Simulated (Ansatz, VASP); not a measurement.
**One calculation of Pt, two programs**

```
Pt
1.0
     0.00000    1.96134    1.96134
     1.96134    0.00000    1.96134
     1.96134    1.96134    0.00000
Pt
1
Cartesian
  0.0000 0.0000 0.0000
```

Alike in both runs: task relaxation of cell and atoms; functional r2SCAN; k mesh 17 × 17 × 17; occupations fermi-dirac, width 0.08 eV; no spin polarisation.

```csv
,VASP,Ansatz
version,VASP 6.6.1,Ansatz 0.2.0
potentials or method,"VASP PAW PBE potentials, release 64 (Pt)","PAW with Ansatz's default frozen-core files, scalar-relativistic"
plane-wave cutoff (eV),600,500
valence electrons in the cell,10,18
```

Ansatz gave:

| Item | Value |
| --- | --- |
| relaxed volume (Å³/atom) | 15.30 |
| relaxed cell length with the largest relative difference (Å) | 2.787 |

Q: Which values does VASP return?

A: Relaxed volume (Å³/atom): 15.34; relaxed cell length with the largest relative difference (Å): 2.789.

VASP's potentials were made for PBE, not for r2SCAN. VASP's potentials hold 10 valence electrons a cell and Ansatz's 18, so a difference there can come from the potentials and not from the codes.

Spin-orbit coupling is off throughout.
